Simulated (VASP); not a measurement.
# Si (Fd-3m) in VASP: further runs

The runs below take Si through single point, with PBE.

All numbers are computed with VASP 6.6.1; they aren't measurements. Logs are shortened: lines on timing, memory, paths and dates and some standing lists are left out, and cuts for length are marked.

## 1. The cell of the first run

It takes space group Fd-3m (No. 227, cubic). The conventional cell has a = 5.431 Å, b = 5.431 Å, c = 5.431 Å, α = 90.00°, β = 90.00°, γ = 90.00°. Within 3.1 Å of Si (site symmetry -43m) lie 4 Si at 2.35 Å.

## 2. Single point, PBE

INCAR

```
SYSTEM = Si
PREC     = Accurate       ! precision mode
ENCUT    = 520            ! plane-wave cutoff, eV
EDIFF    = 1E-7           ! SCF threshold, eV
ISMEAR   = 0              ! smearing method
SIGMA    = 0.05           ! smearing width, eV
LREAL    = .FALSE.        ! projectors in reciprocal space
LASPH    = .TRUE.         ! aspherical terms in the spheres
NELM     = 60             ! most SCF steps
ALGO     = Normal         ! electronic algorithm
ISIF     = 2              ! what is computed and relaxed
LWAVE    = .FALSE.        ! write WAVECAR
LCHARG   = .FALSE.        ! write CHGCAR
GGA      = PE             ! functional
NBANDS   = 11             ! bands
```

KPOINTS

```
regular mesh
0
G
  10 10 10
  0 0 0
```

POSCAR

```
Si
1.0
    0.0000000000      2.7154700000      2.7154700000
    2.7154700000      0.0000000000      2.7154700000
    2.7154700000      2.7154700000      0.0000000000
Si
2
Direct
    0.5000000000      0.5000000000      0.5000000000
    0.7500000000      0.7500000000      0.7500000000
```

Potentials or basis: VASP PAW PBE potentials, release 64 (Si).

Command:

```sh
$ cat potpaw_PBE.64/Si/POTCAR > POTCAR
$ mpirun -np 1 vasp_std > vasp.out
```

OUTCAR:

```text
SYSTEM = Si
   PREC = Accurate
   ENCUT = 520
   EDIFF = 1E-7
   ISMEAR = 0
   LREAL = .FALSE.
   LASPH = .TRUE.
   NELM = 60
   ISIF = 2
   GGA = PE

 ion  position               nearest neighbor table
   1  0.500  0.500  0.500-   2 2.35   2 2.35   2 2.35   2 2.35
   2  0.750  0.750  0.750-   1 2.35   1 2.35   1 2.35   1 2.35

  LATTYP: Found a face centered cubic cell.
 ALAT       =     5.4309400000

  Lattice vectors:

 A1 = (   0.0000000000,   2.7154700000,   2.7154700000)
 A2 = (   2.7154700000,   0.0000000000,   2.7154700000)
 A3 = (   2.7154700000,   2.7154700000,   0.0000000000)

Analysis of symmetry for initial positions (statically):
=====================================================================
 Subroutine PRICEL returns:
 Original cell was already a primitive cell.

 Routine SETGRP: Setting up the symmetry group for a
 face centered cubic supercell.

 Subroutine GETGRP returns: Found 48 space group operations
 (whereof 24 operations were pure point group operations)
 out of a pool of 48 trial point group operations.

The static configuration has the point symmetry T_d .
 The point group associated with its full space group is O_h .

Analysis of symmetry for dynamics (positions and initial velocities):
=====================================================================
 Subroutine PRICEL returns:
 Original cell was already a primitive cell.

 Routine SETGRP: Setting up the symmetry group for a
 face centered cubic supercell.

 Subroutine GETGRP returns: Found 48 space group operations
 (whereof 24 operations were pure point group operations)
 out of a pool of 48 trial point group operations.

The dynamic configuration has the point symmetry T_d .
 The point group associated with its full space group is O_h .

 Subroutine INISYM returns: Found 48 space group operations
 (whereof 24 operations are pure point group operations),
 and found     1 'primitive' translations

----------------------------------------------------------------------------------------

                                     Primitive cell

  volume of cell :      40.0465

  direct lattice vectors                    reciprocal lattice vectors
     0.000000000  2.715470000  2.715470000    -0.184130187  0.184130187  0.184130187
     2.715470000  0.000000000  2.715470000     0.184130187 -0.184130187  0.184130187
     2.715470000  2.715470000  0.000000000     0.184130187  0.184130187 -0.184130187

  length of vectors
[... 90 lines left out ...]
   POTIM  = 0.5000    time-step for ionic-motion
   TEBEG  =    0.0;   TEEND  =   0.0 temperature during run
   PSTRESS=    0.0 pullay stress
   NELECT =       8.0000    total number of electrons
   NUPDOWN=      -1.0000    fix difference up-down
   EMIN   =  10.00;   EMAX   =-10.00  energy-range for DOS
   EFERMI =   0.00;   METHOD = LEGACY
   ISMEAR =     0;   SIGMA  =   0.05  broadening in eV -4-tet -1-fermi 0-gaus
   EFERMI_NEDOS =   21; number of points for ismear=-14 and -15
   IALGO  =     38    algorithm
   IMIX   =      4    mixing-type and parameters
     AMIX     =   0.40;   BMIX     =  1.00
     AMIX_MAG =   1.60;   BMIX_MAG =  1.00
  volume/ion in A,a.u.               =      20.02       135.12
  Fermi-wavevector in a.u.,A,eV,Ry     =   0.957010  1.808487 12.461143  0.915868
  Thomas-Fermi vector in A             =   2.085990
   LORBIT       =      0    0 simple, 1 ext, 2 COOP (PROOUT), +10 PAW based schemes
   GGA     = PE    functional components
   LHFCALC =     F    Hartree Fock is set to
   AEXX    =    0.0000 exact exchange contribution
   IVDW    =     0    specifies the selected vdW correction
   LEPSILON=     F    determine dielectric tensor
   LRPA    =     F    only Hartree local field effects (RPA)
 non-spin polarized calculation
 Gauss-broadening in eV      SIGMA  =   0.05
  energy-cutoff  :      520.00
  volume of cell :       40.05
 maximum number of plane-waves:      1091
 NGX is ok and might be reduce to    30

 number of electron       8.0000000 magnetization

 Free energy of the ion-electron system (eV)
  ---------------------------------------------------
  ext. energy  EPLUGINS =         0.00000000
  ---------------------------------------------------
  free energy    TOTEN  =       -10.84420781 eV

  energy without entropy =      -10.84420781  energy(sigma->0) =      -10.84420781

 E-fermi :   6.0619     XC(G=0):  -9.4084

 val. band max:        5.8246530240   @ k =   0.0000   0.0000   0.0000
 cond. band min:       6.4067568764   @ k =   0.4000   0.4000   0.0000
 fundamental gap:      0.5821038525
 Fermi energy:         6.0619479988

 k-point     1 :       0.0000    0.0000    0.0000
  band No.  band energies     occupation
      1      -6.1318      2.00000
      2       5.8247      2.00000
      3       5.8247      2.00000
      4       5.8247      2.00000
      5       8.3903      0.00000
      6       8.3903      0.00000
      7       8.3903      0.00000
      8       9.1970      0.00000
      9      13.5446      0.00000
     10      13.5446      0.00000
     11      13.7844      0.00000
[... 309 lines left out ...]
 k-point    24 :       0.4000    0.3000    0.0000
  band No.  band energies     occupation
      1      -3.9698      2.00000
      2       0.4070      2.00000
      3       2.9721      2.00000
      4       3.3934      2.00000
      5       6.8761      0.00000
      6       8.0704      0.00000
      7      12.7814      0.00000
      8      12.8962      0.00000
      9      16.2952      0.00000
     10      16.5992      0.00000
     11      17.9867      0.00000

 [... further k-points ...]

------------------------ aborting loop because EDIFF is reached ----------------------------------------

  FORCE on cell =-STRESS in cart. coord.  units (eV):
  Direction    XX          YY          ZZ          XY          YZ          ZX
  --------------------------------------------------------------------------------------
  -------------------------------------------------------------------------------------
  Total        0.4818655      0.4818655      0.4818655     -0.0000000      0.0000000      0.0000000
  in kB       19.2784160     19.2784160     19.2784160     -0.0000000      0.0000000      0.0000000
  external PRESSURE =      19.2784160 kB  Pullay stress =       0.0000000 kB

 VOLUME and BASIS-vectors are now :
 -----------------------------------------------------------------------------
  energy-cutoff  :      520.00
  volume of cell :       40.05
      direct lattice vectors                 reciprocal lattice vectors
     0.000000000  2.715470000  2.715470000    -0.184130187  0.184130187  0.184130187
     2.715470000  0.000000000  2.715470000     0.184130187 -0.184130187  0.184130187
     2.715470000  2.715470000  0.000000000     0.184130187  0.184130187 -0.184130187

 POSITION                                       TOTAL-FORCE (eV/Angst)
 -----------------------------------------------------------------------------------
      2.71547      2.71547      2.71547        -0.000000     -0.000000      0.000000
      4.07320      4.07320      4.07320         0.000000      0.000000     -0.000000
 -----------------------------------------------------------------------------------
    total drift:                                0.000000     -0.000000     -0.000000

  FREE ENERGIE OF THE ION-ELECTRON SYSTEM (eV)
  ---------------------------------------------------
  free  energy   TOTEN  =       -10.8442078096 eV

  energy  without entropy=      -10.8442078096  energy(sigma->0) =      -10.84420781
```

OSZICAR:

```text
N       E                     dE             d eps       ncg     rms          rms(c)
DAV:   1     0.826326312851E+01    0.82633E+01   -0.32776E+03  1034   0.588E+02
DAV:   2    -0.104016215835E+02   -0.18665E+02   -0.18027E+02  1361   0.856E+01
DAV:   3    -0.110192050502E+02   -0.61758E+00   -0.61603E+00  1345   0.136E+01
DAV:   4    -0.110242905652E+02   -0.50855E-02   -0.50850E-02  1230   0.158E+00
DAV:   5    -0.110243389302E+02   -0.48365E-04   -0.48364E-04  1336   0.142E-01    0.488E+00
DAV:   6    -0.108996189745E+02    0.12472E+00   -0.71310E-02  1163   0.110E+00    0.298E+00
DAV:   7    -0.108427241159E+02    0.56895E-01   -0.13718E-01  1171   0.163E+00    0.184E-01
DAV:   8    -0.108439792088E+02   -0.12551E-02   -0.60027E-03  1190   0.418E-01    0.811E-02
DAV:   9    -0.108441815875E+02   -0.20238E-03   -0.19258E-04  1243   0.853E-02    0.596E-02
DAV:  10    -0.108442071166E+02   -0.25529E-04   -0.22280E-05  1237   0.271E-02    0.585E-03
DAV:  11    -0.108442076330E+02   -0.51637E-06   -0.20048E-06  1271   0.737E-03    0.323E-03
DAV:  12    -0.108442077704E+02   -0.13736E-06   -0.44050E-07  1172   0.415E-03    0.189E-03
DAV:  13    -0.108442078096E+02   -0.39263E-07   -0.43991E-09   739   0.445E-04
   1 F= -.10844208E+02 E0= -.10844208E+02  d E =-.139848E-13
```

stdout:

```text
POSCAR found type information on POSCAR Si
 POSCAR found :  1 types and       2 ions
 scaLAPACK will be used
 LDA part: xc-table for (Slater+PW92), standard interpolation
 POSCAR, INCAR and KPOINTS ok, starting setup
 FFT: planning ... GRIDC
 FFT: planning ... GRID_SOFT
 FFT: planning ... GRID
 WAVECAR not read
 entering main loop
```

It took 19 s on 1 thread of AMD EPYC 9R45 (Zen 5), shared host; peak memory 0.12 GiB.

What came out:

| Item | Value |
| --- | --- |
| Free energy | -10.8442 eV |
| Pressure | 1.9 GPa |
| Band gap on the k mesh | 0.58 eV, indirect (least direct gap 2.57 eV) |

## 3. Single point, PBE

This run uses another cell than the first one: it holds 6 atoms, not 2.

INCAR

```
SYSTEM = Si
ALGO = Normal
EDIFF = 1E-6
ENCUT = 520
GGA = PE
ISIF = 2
ISMEAR = 0
LASPH = .TRUE.
LCHARG = .TRUE.
LELF = .TRUE.
LREAL = .FALSE.
LVHAR = .TRUE.
LWAVE = .FALSE.
NBANDS = 21
NELM = 60
PREC = Accurate
SIGMA = 0.05
```

KPOINTS

```
k-points
0
G
  8 8 3
  0 0 0
```

POSCAR

```
Si
1.0
    2.7154700000     -2.7154700000      0.0000000000
    2.7154700000      0.0000000000     -2.7154700000
    5.4309400000      5.4309400000      5.4309400000
Si
6
Direct
    0.6666666667      0.6666666667      0.8333333333
    1.0000000000      0.0000000000      0.5000000000
    0.3333333333      0.3333333333      0.1666666667
    0.6666666667      0.6666666667      0.0833333333
    1.0000000000      1.0000000000      0.7500000000
    0.3333333333      0.3333333333      0.4166666667
```

Potentials or basis: VASP PAW PBE potentials, release 64 (Si).

Command:

```sh
$ cat potpaw_PBE.64/Si/POTCAR > POTCAR
$ mpirun -np 1 vasp_std > vasp.out
```

OUTCAR:

```text
SYSTEM = Si
   EDIFF = 1E-6
   ENCUT = 520
   GGA = PE
   ISIF = 2
   ISMEAR = 0
   LASPH = .TRUE.
   LREAL = .FALSE.
   NELM = 60
   PREC = Accurate

 ion  position               nearest neighbor table
   1  0.667  0.667  0.833-   5 2.35   4 2.35   5 2.35   5 2.35
   2  0.000  0.000  0.500-   6 2.35   5 2.35   6 2.35   6 2.35
   3  0.333  0.333  0.167-   6 2.35   4 2.35   4 2.35   4 2.35
   4  0.667  0.667  0.083-   3 2.35   3 2.35   1 2.35   3 2.35
   5  0.000  0.000  0.750-   1 2.35   1 2.35   1 2.35   2 2.35
[... 798 lines left out ...]
  -------------------------------------------------------------------------------------
  Total        1.4473652      1.4473652      1.4473652     -0.0150247     -0.0150247     -0.0150247
  in kB       19.3020052     19.3020052     19.3020052     -0.2003690     -0.2003690     -0.2003690
  external PRESSURE =      19.3020052 kB  Pullay stress =       0.0000000 kB

 VOLUME and BASIS-vectors are now :
 -----------------------------------------------------------------------------
  energy-cutoff  :      520.00
  volume of cell :      120.14
      direct lattice vectors                 reciprocal lattice vectors
     2.715470000 -2.715470000  0.000000000     0.122753458 -0.245506917  0.122753458
     2.715470000  0.000000000 -2.715470000     0.122753458  0.122753458 -0.245506917
     5.430940000  5.430940000  5.430940000     0.061376729  0.061376729  0.061376729

 POSITION                                       TOTAL-FORCE (eV/Angst)
 -----------------------------------------------------------------------------------
      8.14641      2.71547      2.71547        -0.000784     -0.000784     -0.000784
      2.71547      2.71547      2.71547        -0.000784     -0.000784     -0.000784
      2.71547      0.00000      0.00000        -0.000784     -0.000784     -0.000784
      4.07320     -1.35774     -1.35774         0.000784      0.000784      0.000784
      4.07320      4.07320      4.07320         0.000784      0.000784      0.000784
      4.07320      1.35774      1.35774         0.000784      0.000784      0.000784
 -----------------------------------------------------------------------------------
    total drift:                                0.000000      0.000000      0.000000

  FREE ENERGIE OF THE ION-ELECTRON SYSTEM (eV)
  ---------------------------------------------------
  free  energy   TOTEN  =       -32.5289329709 eV

  energy  without entropy=      -32.5289329709  energy(sigma->0) =      -32.52893297
```

OSZICAR:

```text
N       E                     dE             d eps       ncg     rms          rms(c)
DAV:   1     0.483924843780E+02    0.48392E+02   -0.92938E+03  1050   0.940E+02
DAV:   2    -0.294393557246E+02   -0.77832E+02   -0.74314E+02  1330   0.140E+02
DAV:   3    -0.330258462064E+02   -0.35865E+01   -0.35617E+01  1389   0.277E+01
DAV:   4    -0.330693482721E+02   -0.43502E-01   -0.43458E-01  1359   0.382E+00
DAV:   5    -0.330700172377E+02   -0.66897E-03   -0.66891E-03  1381   0.463E-01    0.846E+00
DAV:   6    -0.326952244136E+02    0.37479E+00   -0.17923E-01  1213   0.173E+00    0.518E+00
DAV:   7    -0.325256003838E+02    0.16962E+00   -0.38542E-01  1215   0.265E+00    0.301E-01
DAV:   8    -0.325280775839E+02   -0.24772E-02   -0.22625E-02  1246   0.686E-01    0.119E-01
DAV:   9    -0.325287714532E+02   -0.69387E-03   -0.89897E-04  1350   0.162E-01    0.928E-02
DAV:  10    -0.325289342930E+02   -0.16284E-03   -0.23648E-04  1210   0.726E-02    0.319E-02
DAV:  11    -0.325289320052E+02    0.22877E-05   -0.38037E-06  1415   0.102E-02    0.340E-03
DAV:  12    -0.325289329709E+02   -0.96569E-06   -0.11859E-06  1015   0.592E-03
   1 F= -.32528933E+02 E0= -.32528933E+02  d E =-.213725E-12
```

Run time: 58 s. Hardware: 1 thread of Intel Xeon Platinum 8375C at 2.90GHz (Ice Lake), shared host; peak memory 0.24 GiB.

What came out:

```
Free energy            : -32.5289 eV
Pressure               : 1.9 GPa
Band gap on the k mesh : 0.69 eV
```

A k mesh can miss the band edges. Expect the measured gap to be larger: semilocal functionals such as PBE lack the derivative discontinuity.

## 4. Single point, PBE

This run uses another cell than the first one: it holds 8 atoms, not 2.

INCAR

```
SYSTEM = Si
PREC = Accurate
ENCUT = 520
EDIFF = 1E-6
ISMEAR = 0
SIGMA = 0.05
LREAL = .FALSE.
LASPH = .TRUE.
NELM = 80
ALGO = Normal
ISIF = 2
LWAVE = .FALSE.
LCHARG = .TRUE.
GGA = PE
LELF = .TRUE.
LVHAR = .TRUE.
NBANDS = 26
```

KPOINTS

```
Automatic mesh
0
G
  6 6 6
  0 0 0
```

POSCAR

```
Si
1.0
    5.4309400000      0.0000000000      0.0000000000
    0.0000000000     -5.4309400000      0.0000000000
    0.0000000000      0.0000000000     -5.4309400000
Si
8
Direct
    0.5000000000      0.0000000000      0.0000000000
    0.0000000000      0.5000000000      0.0000000000
    0.0000000000      0.0000000000      0.5000000000
    0.5000000000      0.5000000000      0.5000000000
    0.7500000000      0.7500000000      0.7500000000
    0.2500000000      0.2500000000      0.7500000000
    0.2500000000      0.7500000000      0.2500000000
    0.7500000000      0.2500000000      0.2500000000
```

Command:

```sh
$ cat potpaw_PBE.64/Si/POTCAR > POTCAR
$ mpirun -np 1 vasp_std > vasp.out
```

Run time: 95 s. Hardware: 1 thread of Intel Xeon 6975P-C, shared host; peak memory 0.25 GiB.

The run converged. Its results:

```
Free energy            : -43.3789 eV
Pressure               : 1.9 GPa
Band gap on the k mesh : 0.57 eV
```

Levels at points of the mesh, in eV from the valence-band top:
| k point | band 14 | band 15 | band 16 | band 17 | band 18 | band 19 |
| --- | --- | --- | --- | --- | --- | --- |
| (0.00, 0.00, 0.00) | 0.00 | 0.00 | 0.00 | 0.71 | 0.71 | 0.71 |
| (0.50, 0.00, 0.00) | -1.89 | -1.89 | -1.89 | 1.13 | 1.13 | 3.13 |
| (0.50, 0.50, 0.00) | -1.33 | -1.33 | -1.33 | 2.45 | 2.45 | 2.45 |
| (0.50, 0.50, 0.50) | -1.20 | -1.20 | -1.20 | 1.54 | 1.54 | 1.54 |

## 5. Overview

```tsv
cell	k mesh	gap on the mesh (eV)	pressure (GPa)
a = 3.840 Å, angles 60.0°, 2 atoms	10 × 10 × 10	0.58	1.9
a = 3.840, b = 3.840, c = 9.407 Å, angles 90.0, 90.0, 60.0°, 6 atoms	8 × 8 × 3	0.69	1.9
a = 5.431 Å, 8 atoms	6 × 6 × 6	0.57	1.9
```

Alike in all rows: task single point; level PBE; potentials or basis VASP PAW PBE potentials, release 64 (Si); no spin polarisation; cutoff (eV) 520; smearing gaussian 0.05 eV.

Absolute energies hang on the potentials; compare differences alone.
